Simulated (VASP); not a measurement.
Here is a VASP 6.6.1 calculation.

The input INCAR:

```
SYSTEM = TeW
  PREC = Accurate
  ENCUT = 520
  EDIFF = 1E-7
  ISMEAR = 0
  SIGMA = 0.1
  LREAL = .False.
  LASPH = .True.
  NELM = 150
  ALGO = Normal
  ISIF = 2
  LWAVE = .False.
  LCHARG = .True.
  ISPIN = 2
  MAGMOM = 0.78 -0.02
  LORBIT = 11
  NUPDOWN = 1.0
  LMAXMIX = 4
  GGA = PE
  LELF = .True.
  LVHAR = .True.
  NBANDS = 21
```

File KPOINTS:

```
Automatic mesh
0
Gamma
  12 12 12
  0 0 0
```

The input POSCAR:

```
TeW
1.0
    0.0000000000      3.0618296945      3.0618296945
    3.0618296945      0.0000000000      3.0618296945
    3.0618296945      3.0618296945      0.0000000000
W Te
1 1
Direct
    0.0000000000      0.0000000000      0.0000000000
    0.2500000000      0.2500000000      0.2500000000
```

Potentials or basis: VASP PAW PBE potentials, release 64 (W_sv, Te).

The run is started by

```sh
$ cat potpaw_PBE.64/W_sv/POTCAR potpaw_PBE.64/Te/POTCAR > POTCAR
$ mpirun -np 1 vasp_std > vasp.out
```

Question: What does it give for the pressure?

Answer: -0.5 GPa.

Caveat: the total moment is fixed, so each spin has its own Fermi level.
